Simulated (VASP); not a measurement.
# W3N4 (Pm-3m) in VASP: single point with PBE

Aim: the single point of W3N4 with PBE.

Program: VASP 6.6.1. These are calculated values, not measurements. Logs are shortened: lines on timing, memory, paths and dates and some standing lists are left out, and cuts for length are marked.

### Step 1. The cell of the first run

It takes space group Pm-3m (No. 221, cubic). Conventional cell: a = 4.217 Å, b = 4.217 Å, c = 4.217 Å, α = 90.00°, β = 90.00°, γ = 90.00°. Within 2.8 Å of W (site symmetry 4/mmm) lie 6 N at 2.11 Å. Within 2.8 Å of N (site symmetry m-3m) lie 6 W at 2.11 Å. Within 2.8 Å of N (site symmetry 4/mmm) lie 4 W at 2.11 Å.

### Step 2. Single point, PBE

INCAR

```
PREC = Accurate
ENCUT = 520
EDIFF = 1E-7
ISMEAR = -1
SIGMA = 0.05
LREAL = F
LASPH = T
NELM = 100
ALGO = Normal
ISIF = 2
LWAVE = F
LCHARG = T
GGA = PE
LELF = T
LVHAR = T
NBANDS = 40
```

KPOINTS

```
regular mesh
0
Gamma
  6 6 6
```

POSCAR

```
W3N4
1.0
    4.2173899848      0.0000000000      0.0000000000
    0.0000000000      4.2173899848      0.0000000000
    0.0000000000      0.0000000000      4.2173899848
W N
3 4
Direct
    0.5000000000      0.5000000000      0.0000000000
    0.0000000000      0.5000000000      0.5000000000
    0.5000000000      0.0000000000      0.5000000000
    0.5000000000      0.5000000000      0.5000000000
    0.5000000000      0.0000000000      0.0000000000
    0.0000000000      0.5000000000      0.0000000000
    0.0000000000      0.0000000000      0.5000000000
```

Potentials or basis: VASP PAW PBE potentials, release 64 (W_sv, N).

The run is started by

```sh
cat potpaw_PBE.64/W_sv/POTCAR potpaw_PBE.64/N/POTCAR > POTCAR
mpirun -np 1 vasp_std > vasp.out
```

OUTCAR:

```text
PREC = Accurate
   ENCUT = 520
   EDIFF = 1E-7
   ISMEAR = -1
   LREAL = F
   LASPH = T
   NELM = 100
   ISIF = 2
   GGA = PE

 ion  position               nearest neighbor table
   1  0.500  0.500  0.000-   4 2.11   5 2.11   6 2.11   4 2.11   5 2.11   6 2.11   3 2.98   3 2.98
                             3 2.98   2 2.98   3 2.98   2 2.98   2 2.98   2 2.98
   2  0.000  0.500  0.500-   4 2.11   6 2.11   7 2.11   6 2.11   7 2.11   4 2.11   3 2.98   3 2.98
                             1 2.98   1 2.98   3 2.98   1 2.98   1 2.98   3 2.98
   3  0.500  0.000  0.500-   4 2.11   5 2.11   7 2.11   5 2.11   4 2.11   7 2.11   2 2.98   1 2.98
                             2 2.98   1 2.98   1 2.98   2 2.98   1 2.98   2 2.98
   4  0.500  0.500  0.500-   1 2.11   2 2.11   3 2.11   1 2.11   3 2.11   2 2.11
   5  0.500  0.000  0.000-   1 2.11   3 2.11   3 2.11   1 2.11
   6  0.000  0.500  0.000-   1 2.11   2 2.11   2 2.11   1 2.11
   7  0.000  0.000  0.500-   2 2.11   3 2.11   2 2.11   3 2.11

  LATTYP: Found a simple cubic cell.
 ALAT       =     4.2173899848

  Lattice vectors:

 A1 = (   4.2173899848,   0.0000000000,   0.0000000000)
 A2 = (   0.0000000000,   4.2173899848,   0.0000000000)
 A3 = (   0.0000000000,   0.0000000000,   4.2173899848)

Analysis of symmetry for initial positions (statically):
=====================================================================
 Subroutine PRICEL returns:
 Original cell was already a primitive cell.

 Routine SETGRP: Setting up the symmetry group for a
 simple cubic supercell.

 Subroutine GETGRP returns: Found 48 space group operations
 (whereof 48 operations were pure point group operations)
 out of a pool of 48 trial point group operations.

The static configuration has the point symmetry O_h .

Analysis of symmetry for dynamics (positions and initial velocities):
=====================================================================
 Subroutine PRICEL returns:
 Original cell was already a primitive cell.

 Routine SETGRP: Setting up the symmetry group for a
 simple cubic supercell.

 Subroutine GETGRP returns: Found 48 space group operations
 (whereof 48 operations were pure point group operations)
 out of a pool of 48 trial point group operations.

The dynamic configuration has the point symmetry O_h .

 Subroutine INISYM returns: Found 48 space group operations
 (whereof 48 operations are pure point group operations),
 and found     1 'primitive' translations

----------------------------------------------------------------------------------------

                                     Primitive cell

  volume of cell :      75.0121

  direct lattice vectors                    reciprocal lattice vectors
     4.217389985  0.000000000  0.000000000     0.237113476  0.000000000  0.000000000
     0.000000000  4.217389985  0.000000000     0.000000000  0.237113476  0.000000000
     0.000000000  0.000000000  4.217389985     0.000000000  0.000000000  0.237113476

  length of vectors
     4.217389985  4.217389985  4.217389985     0.237113476  0.237113476  0.237113476

  position of ions in fractional coordinates (direct lattice)
     0.500000000  0.500000000  0.000000000
     0.000000000  0.500000000  0.500000000
     0.500000000  0.000000000  0.500000000
     0.500000000  0.500000000  0.500000000
     0.500000000  0.000000000  0.000000000
     0.000000000  0.500000000  0.000000000
     0.000000000  0.000000000  0.500000000

  ion indices of the primitive-cell ions
   primitive index   ion index
                 1           1
                 2           2
                 3           3
                 4           4
                 5           5
                 6           6
                 7           7

----------------------------------------------------------------------------------------

 KPOINTS: regular mesh

Automatic generation of k-mesh.
 Grid dimensions read from file:
 generate k-points for:    6    6    6

 Generating k-lattice:

  Cartesian coordinates                     Fractional coordinates (reciprocal lattice)
     0.039518913  0.000000000  0.000000000     0.166666667  0.000000000  0.000000000
     0.000000000  0.039518913  0.000000000     0.000000000  0.166666667  0.000000000
     0.000000000  0.000000000  0.039518913     0.000000000  0.000000000  0.166666667

  Length of vectors
     0.039518913  0.039518913  0.039518913

  Shift w.r.t. Gamma in fractional coordinates (k-lattice)
     0.000000000  0.000000000  0.000000000

 Subroutine IBZKPT returns following result:
 ===========================================

 Found     20 irreducible k-points:

 Following reciprocal coordinates:
            Coordinates               Weight
  0.000000  0.000000  0.000000      1.000000
  0.166667  0.000000  0.000000      6.000000
  0.333333  0.000000  0.000000      6.000000
  0.500000  0.000000  0.000000      3.000000
  0.166667  0.166667  0.000000     12.000000
  0.333333  0.166667  0.000000     24.000000
[... 12 lines left out ...]
  0.500000  0.500000  0.333333      6.000000
  0.500000  0.500000  0.500000      1.000000
   k-points           NKPTS =     20   k-points in BZ     NKDIM =     20   number of bands    NBANDS=     40
   number of dos      NEDOS =    301   number of ions     NIONS =      7
   total plane-waves  NPLWV =  32768
   dimension x,y,z NGX =    32 NGY =   32 NGZ =   32
   dimension x,y,z NGXF=    64 NGYF=   64 NGZF=   64
   ions per type =               3   4
   NGX,Y,Z   is equivalent  to a cutoff of  12.61, 12.61, 12.61 a.u.
   NGXF,Y,Z  is equivalent  to a cutoff of  25.23, 25.23, 25.23 a.u.
 SYSTEM =  unknown system
   PREC   = accura    normal or accurate (medium, high low for compatibility)
   ISTART =      0    job   : 0-new  1-cont  2-samecut
   ICHARG =      2    charge: 1-file 2-atom 10-const
   ISPIN  =      1    spin polarized calculation?
   LNONCOLLINEAR =      F non collinear calculations
   LSORBIT =      F    spin-orbit coupling
   LASPH  =      T    aspherical Exc in radial PAW
   ENCUT  =  520.0 eV  38.22 Ry    6.18 a.u.   7.84  7.84  7.84*2*pi/ulx,y,z
   NELM   =    100;   NELMIN=  2; NELMDL= -5     # of ELM steps
   EDIFF  = 0.1E-06   stopping-criterion for ELM
   LREAL  =      F    real-space projection
   EDIFFG = 0.1E-05   stopping-criterion for IOM
   NSW    =      0    number of steps for IOM
   IBRION =     -1    ionic relax: 0-MD 1-quasi-New 2-CG
   NFREE  =      0    steps in history (QN), initial steepest desc. (CG)
   ISIF   =      2    stress and relaxation
   ISYM   =      2    0-nonsym 1-usesym 2-fastsym
   POTIM  = 0.5000    time-step for ionic-motion
   TEBEG  =    0.0;   TEEND  =   0.0 temperature during run
   PSTRESS=    0.0 pullay stress
   NELECT =      62.0000    total number of electrons
   NUPDOWN=      -1.0000    fix difference up-down
   EMIN   =  10.00;   EMAX   =-10.00  energy-range for DOS
   EFERMI =   0.00;   METHOD = LEGACY
   ISMEAR =    -1;   SIGMA  =   0.05  broadening in eV -4-tet -1-fermi 0-gaus
   EFERMI_NEDOS =   21; number of points for ismear=-14 and -15
   IALGO  =     38    algorithm
   IMIX   =      4    mixing-type and parameters
     AMIX     =   0.40;   BMIX     =  1.00
     AMIX_MAG =   1.60;   BMIX_MAG =  1.00
  volume/ion in A,a.u.               =      10.72        72.32
  Fermi-wavevector in a.u.,A,eV,Ry     =   1.536367  2.903313 32.115511  2.360424
  Thomas-Fermi vector in A             =   2.643026
   LORBIT       =      0    0 simple, 1 ext, 2 COOP (PROOUT), +10 PAW based schemes
   GGA     = PE    functional components
   LHFCALC =     F    Hartree Fock is set to
   AEXX    =    0.0000 exact exchange contribution
   IVDW    =     0    specifies the selected vdW correction
   LEPSILON=     F    determine dielectric tensor
   LRPA    =     F    only Hartree local field effects (RPA)
 non-spin polarized calculation
  energy-cutoff  :      520.00
  volume of cell :       75.01
 maximum number of plane-waves:      2040
 NGX is ok and might be reduce to    32
   NGX = 15   NGY = 15   NGZ = 15

 number of electron      61.9999991 magnetization

 Free energy of the ion-electron system (eV)
  ---------------------------------------------------
  ext. energy  EPLUGINS =         0.00000000
  ---------------------------------------------------
  free energy    TOTEN  =       -72.50780337 eV

  energy without entropy =      -72.45079794  energy(sigma->0) =      -72.47930066

 E-fermi :  10.6014     XC(G=0): -12.9913

 val. band max:       10.5780428144   @ k =   0.5000   0.1667   0.0000
 cond. band min:      10.6093210704   @ k =   0.5000   0.1667   0.1667
 fundamental gap:      0.0312782560
 Fermi energy:        10.6014444277

 k-point     1 :       0.0000    0.0000    0.0000
  band No.  band energies     occupation
      1     -65.2026      2.00000
      2     -65.1388      2.00000
      3     -65.1388      2.00000
      4     -29.7912      2.00000
      5     -29.7912      2.00000
      6     -29.7912      2.00000
[... 32 lines left out ...]
     39      13.1876      0.00000
     40      13.1876      0.00000

 k-point     2 :       0.1667    0.0000    0.0000
  band No.  band energies     occupation
      1     -65.1988      2.00000
      2     -65.1425      2.00000
      3     -65.1388      2.00000
      4     -29.7738      2.00000
      5     -29.7738      2.00000
      6     -29.7643      2.00000
[... 32 lines left out ...]
     39      12.9935      0.00000
     40      13.1896      0.00000

 k-point     3 :       0.3333    0.0000    0.0000
  band No.  band energies     occupation
      1     -65.1890      2.00000
      2     -65.1522      2.00000
      3     -65.1387      2.00000
      4     -29.7345      2.00000
      5     -29.7345      2.00000
      6     -29.6931      2.00000
[... 681 lines left out ...]
  band No.  band energies     occupation
      1     -65.1597      2.00000
      2     -65.1597      2.00000
      3     -65.1597      2.00000
      4     -30.1248      2.00000
      5     -29.6190      2.00000
      6     -29.5830      2.00000
[... 32 lines left out ...]
     39      16.8175      0.00000
     40      16.8175      0.00000

 k-point    20 :       0.5000    0.5000    0.5000
  band No.  band energies     occupation
      1     -65.1597      2.00000
      2     -65.1597      2.00000
      3     -65.1597      2.00000
      4     -30.1720      2.00000
      5     -29.6186      2.00000
      6     -29.6186      2.00000
[... 32 lines left out ...]
     39      16.4480      0.00000
     40      16.4480      0.00000

------------------------ aborting loop because EDIFF is reached ----------------------------------------

  FORCE on cell =-STRESS in cart. coord.  units (eV):
  Direction    XX          YY          ZZ          XY          YZ          ZX
  --------------------------------------------------------------------------------------
  -------------------------------------------------------------------------------------
  Total        0.6214347      0.6214347      0.6214347      0.0000000      0.0000000     -0.0000000
  in kB       13.2731750     13.2731750     13.2731750      0.0000000      0.0000000     -0.0000000
  external PRESSURE =      13.2731750 kB  Pullay stress =       0.0000000 kB

 VOLUME and BASIS-vectors are now :
 -----------------------------------------------------------------------------
  energy-cutoff  :      520.00
  volume of cell :       75.01
      direct lattice vectors                 reciprocal lattice vectors
     4.217389985  0.000000000  0.000000000     0.237113476  0.000000000  0.000000000
     0.000000000  4.217389985  0.000000000     0.000000000  0.237113476  0.000000000
     0.000000000  0.000000000  4.217389985     0.000000000  0.000000000  0.237113476

 POSITION                                       TOTAL-FORCE (eV/Angst)
 -----------------------------------------------------------------------------------
      2.10869      2.10869      0.00000         0.000000      0.000000      0.000000
      0.00000      2.10869      2.10869         0.000000      0.000000      0.000000
      2.10869      0.00000      2.10869         0.000000      0.000000      0.000000
      2.10869      2.10869      2.10869         0.000000      0.000000      0.000000
      2.10869      0.00000      0.00000         0.000000      0.000000      0.000000
      0.00000      2.10869      0.00000         0.000000      0.000000      0.000000
      0.00000      0.00000      2.10869         0.000000      0.000000      0.000000
 -----------------------------------------------------------------------------------
    total drift:                                0.000000     -0.000000     -0.000000

  FREE ENERGIE OF THE ION-ELECTRON SYSTEM (eV)
  ---------------------------------------------------
  free  energy   TOTEN  =       -72.5078033693 eV

  energy  without entropy=      -72.4507979439  energy(sigma->0) =      -72.47930066
```

It took 62 s on 1 thread of AMD EPYC 7R43 (Zen 3), shared host; peak memory 0.16 GiB.

What came out:

* Free energy: -72.5078 eV
* Pressure: 1.3 GPa
* Band gap on the k mesh: zero (band 31 reaches 11.66 eV, above the bottom of band 32 at 9.20 eV)

Caveat: spin-orbit coupling is left out, which moves the levels of the heavy elements.
